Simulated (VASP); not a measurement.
The system is KZnCl3.

```xyz
5
Lattice="4.9001 -0.0368 0.0000 -0.0368 4.9001 0.0000 0.0000 0.0000 4.9001" Properties=species:S:1:pos:R:3 pbc="T T T"
K     0.0000    0.0000    0.0000
Zn    2.4317    2.4317    2.4501
Cl    2.4317    2.4317    0.0000
Cl    2.4501   -0.0184    2.4501
Cl   -0.0184    2.4501    2.4501
```

This cell differs from its parent crystal: shear xy strain -1.5%.

Base run:

| Item | Value |
| --- | --- |
| Program | VASP 6.6.1 |
| Functional | r2SCAN |
| Potentials or basis | VASP PAW PBE potentials, release 64 (K_sv, Zn, Cl) |
| Cutoff | 520 eV |
| k mesh | 6 × 6 × 6 |
| Occupations | gaussian, width 0.01 eV |
| Spin | no spin polarisation |

Its results: band gap on the k mesh 2.25 eV (least direct gap 2.75 eV); pressure 0.0 GPa.

**Question.** The run is repeated on the same cell with these changes: functional from r2SCAN to PBE; occupations from gaussian, width 0.01 eV to fermi-dirac, width 0.02 eV. What comes out?

**Answer.** Band gap on the k mesh 1.59 eV (least direct gap 2.08 eV); pressure 1.7 GPa.

Caveats: the PAW data sets were made with another functional, which shifts forces and pressure a little (at least some runs).

A k mesh can miss the band edges.
